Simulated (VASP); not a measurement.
K:

```
CELL_PARAMETERS angstrom
0.00000 4.58340 4.58340
4.58340 0.00000 4.58340
4.58340 4.58340 0.00000
ATOMIC_POSITIONS crystal
K 0.12500 0.12500 0.12500
K 0.87500 0.87500 0.87500
```

This isn't the form of K at room conditions, which is bcc.

- Program: VASP 6.6.1
- Task: relaxation of cell and atoms
- Functional: BLYP
- Potentials or basis: VASP PAW PBE potentials, release 64 (K_sv)
- Cutoff: 600 eV
- k mesh: 6 × 6 × 6
- Occupations: fermi-dirac, width 0.1 eV
- Spin: no spin polarisation

At the start: pressure 0.5 GPa; volume 96.29 Å³/atom.

Q: How do energy, volume and symmetry change on relaxing?

A: Over 6 steps the energy falls by 48.6 meV/atom and the volume is 133.65 Å³/atom (+38.8 %); space group Fd-3m (No. 227, to 0.1 Å) before and after.

Step by step:
| step | energy change (eV) | largest force (eV/Å) | pressure (GPa) | volume (Å³) |
| --- | --- | --- | --- | --- |
| 1 | 0.0000 | 0.0000 | 0.52 | 192.57 |
| 2 | -0.0261 | 0.0000 | 0.42 | 201.44 |
| 3 | -0.0777 | 0.0000 | 0.18 | 229.65 |
| 4 | -0.0913 | 0.0000 | -0.07 | 293.75 |
| 5 | -0.0972 | 0.0000 | -0.01 | 271.11 |
| 6 | -0.0973 | 0.0000 | 0.00 | 267.30 |

Final structure:
```
CELL_PARAMETERS angstrom
0.00000 5.11275 5.11275
5.11275 0.00000 5.11275
5.11275 5.11275 0.00000
ATOMIC_POSITIONS crystal
K 0.12500 0.12500 0.12500
K 0.87500 0.87500 0.87500
```

Caveat: the volume moved by over 15 % at a fixed basis, so the end points are rough; the PAW data sets were made with another functional, which shifts forces and pressure a little.
